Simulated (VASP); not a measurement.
# PbS (Immm) in VASP: a series of runs, part 2 of 2

VASP 6.6.1. Earlier steps stand in the parts before.

## 3. Single point, LDA (strain -0.0750 x Voigt [0, 0, 0, 1, 0, 0])

INCAR

```
ALGO = Normal
EDIFF = 1E-6
ENCUT = 520
ISIF = 2
ISMEAR = 0
LASPH = T
LCHARG = F
LREAL = F
LWAVE = F
NBANDS = 17
NELM = 100
PREC = Accurate
SIGMA = 0.03
```

KPOINTS

```
k-points
0
Gamma
  10 10 10
```

POSCAR

```
PbS
1.0
    0.0000000000      2.8538125000      2.8538125000
    2.9650000000     -0.1111875000      2.9650000000
    2.9650000000      2.9650000000     -0.1111875000
Pb S
1 1
Direct
    0.0000000000      0.0000000000      0.0000000000
    0.5000000000      0.5000000000      0.5000000000
```

Potentials or basis: VASP PAW LDA potentials, release 64 (Pb_d, S).

Run with:

```console
$ cat potpaw_LDA.64/Pb_d/POTCAR potpaw_LDA.64/S/POTCAR > POTCAR
$ mpirun -np 1 vasp_std > vasp.out
```

OUTCAR:

```text
EDIFF = 1E-6
   ENCUT = 520
   ISIF = 2
   ISMEAR = 0
   LASPH = T
   LREAL = F
   NELM = 100
   PREC = Accurate

 ion  position               nearest neighbor table
   1  0.000  0.000  0.000-   2 2.96   2 2.96   2 2.97   2 2.97   2 2.97   2 2.97
   2  0.500  0.500  0.500-   1 2.96   1 2.96   1 2.97   1 2.97   1 2.97   1 2.97

  LATTYP: Found a body centered orthorhombic cell.
 ALAT       =     4.0359003420
 B/A-ratio  =     1.0779220779
 C/A-ratio  =     1.4693127921

  Lattice vectors:

 A1 = (  -2.9650000000,   0.1111875000,  -2.9650000000)
 A2 = (  -2.9650000000,  -0.1111875000,   2.9650000000)
 A3 = (   2.9650000000,   2.9650000000,  -0.1111875000)

Analysis of symmetry for initial positions (statically):
=====================================================================
 Subroutine PRICEL returns:
 Original cell was already a primitive cell.

 Routine SETGRP: Setting up the symmetry group for a
 body centered orthorhombic supercell.

 Subroutine GETGRP returns: Found  8 space group operations
 (whereof  8 operations were pure point group operations)
 out of a pool of  8 trial point group operations.
[... 157 lines left out ...]
  ext. energy  EPLUGINS =         0.00000000
  ---------------------------------------------------
  free energy    TOTEN  =        -9.96450436 eV

  energy without entropy =       -9.96450434  energy(sigma->0) =       -9.96450435

 E-fermi :   5.6732     XC(G=0): -10.0420

 val. band max:        5.5874874789   @ k =   0.5000   0.0000   0.0000
 cond. band min:       5.7589483188   @ k =   0.0000   0.5000  -0.0000
 fundamental gap:      0.1714608399
 Fermi energy:         5.6732189524

 k-point     1 :       0.0000    0.0000    0.0000
  band No.  band energies     occupation
      1     -11.1874      2.00000
      2     -11.1681      2.00000
      3     -11.1641      2.00000
      4     -11.1568      2.00000
      5     -11.1426      2.00000
      6      -7.9569      2.00000
[... 457 lines left out ...]
      4     -11.1353      2.00000
      5     -11.1252      2.00000
      6      -6.7159      2.00000
[... 9 lines left out ...]
     16      15.4793      0.00000
     17      16.8067      0.00000

 [... further k-points ...]
[... 5 lines left out ...]
  --------------------------------------------------------------------------------------
  -------------------------------------------------------------------------------------
  Total       -0.8638609     -0.8195368     -0.8195368     -0.0000000      0.4964253      0.0000000
  in kB      -26.5865182    -25.2223831    -25.2223831     -0.0000000     15.2781769      0.0000000
  external PRESSURE =     -25.6770948 kB  Pullay stress =       0.0000000 kB

 VOLUME and BASIS-vectors are now :
 -----------------------------------------------------------------------------
  energy-cutoff  :      520.00
  volume of cell :       52.06
      direct lattice vectors                 reciprocal lattice vectors
     0.000000000  2.853812500  2.853812500    -0.168634064  0.175204222  0.175204222
     2.965000000 -0.111187500  2.965000000     0.168634064 -0.162538857  0.162538857
     2.965000000  2.965000000 -0.111187500     0.168634064  0.162538857 -0.162538857

 POSITION                                       TOTAL-FORCE (eV/Angst)
 -----------------------------------------------------------------------------------
      0.00000      0.00000      0.00000         0.000000     -0.000000      0.000000
      2.96500      2.85381      2.85381         0.000000      0.000000     -0.000000
 -----------------------------------------------------------------------------------
    total drift:                               -0.000000      0.000000      0.000000

  FREE ENERGIE OF THE ION-ELECTRON SYSTEM (eV)
  ---------------------------------------------------
  free  energy   TOTEN  =        -9.9645043558 eV

  energy  without entropy=       -9.9645043365  energy(sigma->0) =       -9.96450435
```

stdout:

```text
POSCAR found type information on POSCAR PbS
 POSCAR found :  2 types and       2 ions
 scaLAPACK will be used
 LDA part: xc-table for (Slater(with rela. corr.)+CA(PZ))
 , standard interpolation
 POSCAR, INCAR and KPOINTS ok, starting setup
 FFT: planning ... GRIDC
 FFT: planning ... GRID_SOFT
 FFT: planning ... GRID
 WAVECAR not read
 entering main loop
```

Run time: 2.6 min. Hardware: 1 thread of Intel Xeon Platinum 8259CL at 2.50GHz (Skylake/Cascade Lake), shared host; peak memory 0.27 GiB.

Results:

```yaml
Free_energy: -9.9645 eV
Pressure: -2.6 GPa
Band_gap_on_the_k_mesh: zero (band 10 reaches 5.76 eV, above the bottom of band 11 at 5.59 eV)
```

Stress tensor (GPa, compression positive):
```
-2.66  0.00  0.00
 0.00 -2.52  1.53
 0.00  1.53 -2.52
```

Caveat: the cell differs from its parent crystal (strain -0.0750 x Voigt [0, 0, 0, 1, 0, 0]); spin-orbit coupling is left out, which moves the levels of the heavy elements.

## 4. Single point, LDA (strain +0.1125 x Voigt [0, 0, 0, 1, 0, 0])

INCAR

```
ALGO = Normal ; EDIFF = 1E-7
ENCUT = 520 ; GGA = CA
ISIF = 2 ; ISMEAR = 0
LASPH = T ; LCHARG = T
LELF = T ; LREAL = F
LVHAR = T ; LWAVE = F
NBANDS = 17 ; NELM = 80
PREC = Accurate ; SIGMA = 0.03
```

KPOINTS is that of step 3.

POSCAR

```
PbS
1.0
    0.0000000000      3.1317812500      3.1317812500
    2.9650000000      0.1667812500      2.9650000000
    2.9650000000      2.9650000000      0.1667812500
Pb S
1 1
Direct
    0.0000000000      0.0000000000      0.0000000000
    0.5000000000      0.5000000000      0.5000000000
```

Run with:

```console
$ cat potpaw_LDA.64/Pb_d/POTCAR potpaw_LDA.64/S/POTCAR > POTCAR
$ mpirun -np 1 vasp_std > vasp.out
```

Wall time 2.5 min (1 thread of Intel Xeon Platinum 8259CL at 2.50GHz (Skylake/Cascade Lake), shared host); peak memory 0.27 GiB.

Results (log left out):

| Property | Result |
| --- | --- |
| Free energy | -9.9424 eV |
| Pressure | -2.6 GPa |
| Band gap on the k mesh | zero (band 10 reaches 5.83 eV, above the bottom of band 11 at 5.46 eV) |

Stress tensor (GPa, compression positive):
```
-2.80  0.00  0.00
 0.00 -2.49 -2.33
 0.00 -2.33 -2.49
```

Levels at points of the mesh, in eV from the Fermi level:
| k point | band 7 | band 8 | band 9 | band 10 | band 11 | band 12 | band 13 | band 14 |
| --- | --- | --- | --- | --- | --- | --- | --- | --- |
| (0.00, 0.00, 0.00) | -6.16 | -2.55 | -2.19 | -1.71 | 4.97 | 5.15 | 5.20 | 5.95 |
| (0.50, 0.00, 0.00) | -9.15 | -1.75 | -1.45 | 0.19 | 0.38 | 2.04 | 2.42 | 8.46 |
| (0.00, 0.50, 0.00) | -8.73 | -1.97 | -1.81 | -0.23 | -0.19 | 1.41 | 1.77 | 8.51 |
| (0.50, 0.50, 0.00) | -7.26 | -5.26 | -3.46 | -3.45 | 3.73 | 4.69 | 5.58 | 6.02 |
| (0.00, 0.50, 0.50) | -7.37 | -5.27 | -3.97 | -2.87 | 3.88 | 5.43 | 5.61 | 5.66 |

Caveat: the cell differs from its parent crystal (strain +0.1125 x Voigt [0, 0, 0, 1, 0, 0]); spin-orbit coupling is left out, which moves the levels of the heavy elements.

## 5. Single point, LDA (strain +0.1312 x Voigt [0, 0, 0, 1, 0, 0])

INCAR

```
SYSTEM = PbS
PREC = Accurate
ENCUT = 520
EDIFF = 1E-7
ISMEAR = 0
SIGMA = 0.03
LREAL = .FALSE.
LASPH = .TRUE.
NELM = 100
ALGO = Normal
ISIF = 2
LWAVE = .FALSE.
LCHARG = .TRUE.
GGA = CA
LELF = .TRUE.
LVHAR = .TRUE.
NBANDS = 17
```

KPOINTS

```
regular mesh
0
G
  10 10 10
  0 0 0
```

POSCAR

```
PbS
1.0
    0.0000000000      3.1595040000      3.1595040000
    2.9650000000      0.1945040000      2.9650000000
    2.9650000000      2.9650000000      0.1945040000
Pb S
1 1
Direct
    0.0000000000      0.0000000000      0.0000000000
    0.5000000000      0.5000000000      0.5000000000
```

Run with:

```console
$ cat potpaw_LDA.64/Pb_d/POTCAR potpaw_LDA.64/S/POTCAR > POTCAR
$ mpirun -np 1 vasp_std > vasp.out
```

Run time: 2.3 min. Hardware: 1 thread of Intel Xeon Platinum 8259CL at 2.50GHz (Skylake/Cascade Lake), shared host; peak memory 0.27 GiB.

The run converged. Its results:

```yaml
Free_energy: -9.9278 eV
Pressure: -2.6 GPa
Band_gap_on_the_k_mesh: zero (band 10 reaches 5.87 eV, above the bottom of band 11 at 5.39 eV)
```

Stress tensor (GPa, compression positive):
```
-2.89  0.00  0.00
 0.00 -2.46 -2.74
 0.00 -2.74 -2.46
```

Levels at points of the mesh, in eV from the Fermi level:
| k point | band 6 | band 7 | band 8 | band 9 | band 10 | band 11 | band 12 | band 13 | band 14 | band 15 |
| --- | --- | --- | --- | --- | --- | --- | --- | --- | --- | --- |
| (0.00, 0.00, 0.00) | -13.51 | -6.12 | -2.55 | -2.14 | -1.55 | 5.00 | 5.26 | 5.30 | 5.91 | 6.84 |
| (0.50, 0.00, 0.00) | -12.29 | -9.12 | -1.69 | -1.32 | 0.28 | 0.45 | 2.16 | 2.61 | 8.54 | 8.57 |
| (0.00, 0.50, 0.00) | -12.11 | -8.63 | -1.92 | -1.75 | -0.20 | -0.20 | 1.42 | 1.84 | 8.58 | 9.71 |
| (0.50, 0.50, 0.00) | -11.76 | -7.19 | -5.19 | -3.39 | -3.37 | 3.80 | 4.60 | 5.65 | 6.13 | 10.53 |
| (0.00, 0.50, 0.50) | -11.78 | -7.34 | -5.21 | -3.98 | -2.70 | 4.00 | 5.49 | 5.71 | 5.75 | 11.41 |

Caveat: the cell differs from its parent crystal (strain +0.1312 x Voigt [0, 0, 0, 1, 0, 0]); spin-orbit coupling is left out, which moves the levels of the heavy elements.

## 6. Single point, LDA (strain +0.0937 x Voigt [0, 0, 0, 1, 0, 0])

INCAR

```
SYSTEM = PbS
ALGO = Normal
EDIFF = 1E-6
ENCUT = 520
ISIF = 2
ISMEAR = 0
LASPH = .TRUE.
LCHARG = .FALSE.
LREAL = .FALSE.
LWAVE = .FALSE.
NBANDS = 17
NELM = 60
PREC = Accurate
SIGMA = 0.03
```

KPOINTS

```
k-points
0
G
  10 10 10
  0 0 0
```

POSCAR

```
PbS
1.0
    0.0000000000      3.1039102500      3.1039102500
    2.9650000000      0.1389102500      2.9650000000
    2.9650000000      2.9650000000      0.1389102500
Pb S
1 1
Direct
    0.0000000000      0.0000000000      0.0000000000
    0.5000000000      0.5000000000      0.5000000000
```

Potentials or basis: VASP PAW LDA potentials, release 64 (Pb_d, S).

Run with:

```console
$ cat potpaw_LDA.64/Pb_d/POTCAR potpaw_LDA.64/S/POTCAR > POTCAR
$ mpirun -np 1 vasp_std > vasp.out
```

It took 2.1 min on 1 thread of Intel Xeon Platinum 8259CL at 2.50GHz (Skylake/Cascade Lake), shared host; peak memory 0.26 GiB.

It converged, with:

```
Free energy            : -9.9546 eV
Pressure               : -2.6 GPa
Band gap on the k mesh : zero (band 10 reaches 5.80 eV, above the bottom of band 11 at 5.52 eV)
```

Stress tensor (GPa, compression positive):
```
-2.72  0.00  0.00
 0.00 -2.51 -1.93
 0.00 -1.93 -2.51
```

Levels at points of the mesh, in eV from the Fermi level:
```csv
k point,band 6,band 7,band 8,band 9,band 10,band 11,band 12,band 13,band 14,band 15
"(0.00, 0.00, 0.00)",-13.60,-6.16,-2.52,-2.21,-1.81,4.98,5.10,5.14,6.03,6.68
"(0.50, 0.00, 0.00)",-12.36,-9.14,-1.78,-1.54,0.14,0.34,1.98,2.29,8.43,8.91
"(0.00, 0.50, 0.00)",-12.24,-8.79,-1.96,-1.82,-0.22,-0.13,1.44,1.74,8.48,9.73
"(0.50, 0.50, 0.00)",-11.86,-7.29,-5.29,-3.49,-3.48,3.70,4.82,5.55,5.94,10.77
"(0.00, 0.50, 0.50)",-11.87,-7.37,-5.29,-3.92,-3.00,3.80,5.42,5.57,5.61,11.24
```

Caveat: the cell differs from its parent crystal (strain +0.0937 x Voigt [0, 0, 0, 1, 0, 0]); spin-orbit coupling is left out, which moves the levels of the heavy elements.

## 7. Overview

```csv
cell,gap on the mesh (eV),pressure (GPa)
"a = 3.879, b = 4.199, c = 4.199 Å, angles 64.9, 62.5, 62.5°, 2 atoms",none,-2.6
"a = 4.036, b = 4.195, c = 4.195 Å, angles 62.5, 61.2, 61.2°, 2 atoms",none,-2.6
"a = 4.429, b = 4.196, c = 4.196 Å, angles 56.3, 58.1, 58.1°, 2 atoms",none,-2.6
"a = 4.468, b = 4.198, c = 4.198 Å, angles 55.6, 57.8, 57.8°, 2 atoms",none,-2.6
"a = 4.390, b = 4.195, c = 4.195 Å, angles 56.9, 58.5, 58.5°, 2 atoms",none,-2.6
```

Alike in all rows: task single point; level LDA; potentials or basis VASP PAW LDA potentials, release 64 (Pb_d, S); no spin polarisation; k mesh 10 × 10 × 10; cutoff (eV) 520; smearing gaussian 0.03 eV.

Caveats: spin-orbit coupling is left out, which moves the levels of the heavy elements.

Absolute energies hang on the potentials; compare differences alone.
